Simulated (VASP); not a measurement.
Runs of VASP 6.6.1 on HfO2. The structure is that of space group I4/mmm (No. 139), or close to it. The cells are those of the table. 

```csv
cell,gap on the mesh (eV),pressure (GPa)
"a = 3.594, b = 3.594, c = 3.666 Å, angles 59.3, 59.3, 61.3°, 3 atoms",3.81,-11.9
"a = 3.946, b = 3.946, c = 3.222 Å, angles 65.9, 65.9, 48.2°, 3 atoms",none,(a)
"a = 3.573, b = 3.573, c = 3.719 Å, angles 58.6, 58.6, 62.7°, 3 atoms",3.20,-11.7
"a = 3.516, b = 3.516, c = 4.060 Å, angles 54.7, 54.7, 70.5°, 3 atoms",none,-4.9
"a = 3.521, b = 3.521, c = 4.175 Å, angles 53.6, 53.6, 72.7°, 3 atoms",none,-5.1
"a = 4.028, b = 4.028, c = 3.160 Å, angles 66.9, 66.9, 46.2°, 3 atoms",none,(b)
"a = 3.759, b = 3.759, c = 3.404 Å, angles 63.1, 63.1, 53.8°, 3 atoms",1.35,-10.6
"a = 3.843, b = 3.843, c = 3.314 Å, angles 64.5, 64.5, 51.1°, 3 atoms",none,-9.0
```

Alike in all rows: task single point; level r2SCAN; potentials or basis VASP PAW PBE potentials, release 64 (Hf_pv, O); no spin polarisation; k mesh 8 × 8 × 8; cutoff (eV) 520; smearing gaussian 0.05 eV.

Task: Fill in the values left out.

Result: (a) -7.0; (b) -7.4.

Caveats: the PAW data sets were made with another functional, which shifts forces and pressure a little; spin-orbit coupling is left out, which moves the levels of the heavy elements.

A k mesh can miss the band edges, and the runs leave out spin-orbit coupling on Hf.

A gap of «none» marks levels without a gap at the run's occupations.
